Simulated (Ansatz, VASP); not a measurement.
One calculation of Ni, two programs

The input INCAR:

```
SYSTEM = Ni
ALGO = Normal
EDIFF = 1E-6
ENCUT = 600
GGA = CA
GGA_COMPAT = .FALSE.
ISIF = 2
ISMEAR = -1
LASPH = .TRUE.
LCHARG = .FALSE.
LREAL = .FALSE.
LWAVE = .FALSE.
NBANDS = 11
NELM = 120
PREC = Accurate
SIGMA = 0.1
```

File KPOINTS:

```
k-points
0
G
  10 10 10
  0 0 0
```

Contents of POSCAR:

```
Ni
1.0
    0.0000000000      1.7104399105      1.7104399105
    1.7104399105      0.0000000000      1.7104399105
    1.7104399105      1.7104399105      0.0000000000
Ni
1
Direct
    0.0000000000      0.0000000000      0.0000000000
```

Input for Ansatz:

```yaml
crystal:
  lattice:
    - [0.0, 1.7104399105, 1.7104399105]
    - [1.7104399105, 0.0, 1.7104399105]
    - [1.7104399105, 1.7104399105, 0.0]
  atoms:
    - { symbol: Ni, position: [0.0, 0.0, 0.0] }
hamiltonian:
  xc: lda
  pseudopotentials:
    kind: paw
    azcp:
      Ni: "pseudopotentials/Ni.paw.azcp"
basis:
  ecutwfc: 420
  fft_grid_basis: typed
kpoints:
  mp_grid: { grid: [10, 10, 10], shift: [0, 0, 0] }
magnetization:
  spin_polarized: false
scf:
  occupations: { method: fermi_dirac, width: 0.1 }
  lower_state_search: "off"
output:
  stress: true
  write_density: true
  write_potential: true
  elf: true
  volumetric_format: npy
```

Alike in both runs: task single point; functional LDA; k mesh 10 × 10 × 10; occupations fermi-dirac, width 0.1 eV; no spin polarisation.

```csv
,VASP,Ansatz
version,VASP 6.6.1,Ansatz 0.2.0
potentials or method,"VASP PAW LDA potentials, release 64 (Ni), cutoff 600 eV","plane waves (420 eV) with PAW, scalar-relativistic"
valence electrons in the cell,10,18
```

VASP gave:

- pressure (GPa): -0.1

Question: Which values does Ansatz return?

Answer: Pressure (GPa): 0.0.

Ansatz warns that its potentials were made for another functional, while VASP's fit it. LDA's correlation is that of Perdew and Zunger in VASP and of Perdew and Wang (1992) in Ansatz. VASP's potentials hold 10 valence electrons a cell and Ansatz's 18, so a difference there can come from the potentials and not from the codes.
